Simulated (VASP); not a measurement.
Mg: single point with RPBE

Mg:

```
Mg
1.0
    -1.85623    1.85623    1.85623
     1.85623   -1.85623    1.85623
     1.85623    1.85623   -1.85623
Mg
1
Direct
  0.00000 0.00000 0.00000
```

This cell differs from its parent crystal: volume scaled by 1.08.

```json
{
  "Program": "VASP 6.6.1",
  "Task": "single point",
  "Functional": "RPBE",
  "Potentials or basis": "VASP PAW PBE potentials, release 64 (Mg)",
  "Cutoff": "520 eV",
  "k mesh": "14 × 14 × 14",
  "Occupations": "fermi-dirac, width 0.1 eV",
  "Spin": "no spin polarisation"
}
```

```json
{
  "Pressure": "-2.4 GPa",
  "Band gap on the k mesh": "zero (band 1 reaches 5.78 eV, above the bottom of band 2 at 1.30 eV)"
}
```

Levels at points of the mesh, in eV from the Fermi level:
| k point | band 1 | band 2 | band 3 | band 4 |
| --- | --- | --- | --- | --- |
| (0.00, 0.00, 0.00) | -6.51 | 12.32 | 12.32 | 12.32 |
| (0.50, 0.00, 0.00) | -1.37 | -0.93 | 8.21 | 8.57 |
| (0.50, 0.50, 0.50) | 3.54 | 3.54 | 3.54 | 3.90 |

It took 7.2 s on 1 thread of Intel(R) Xeon(R) 6975P-C (Granite Rapids), on a shared host, peak memory 0.14 GiB.

Caveat: the PAW data sets were made with another functional, which shifts forces and pressure a little.
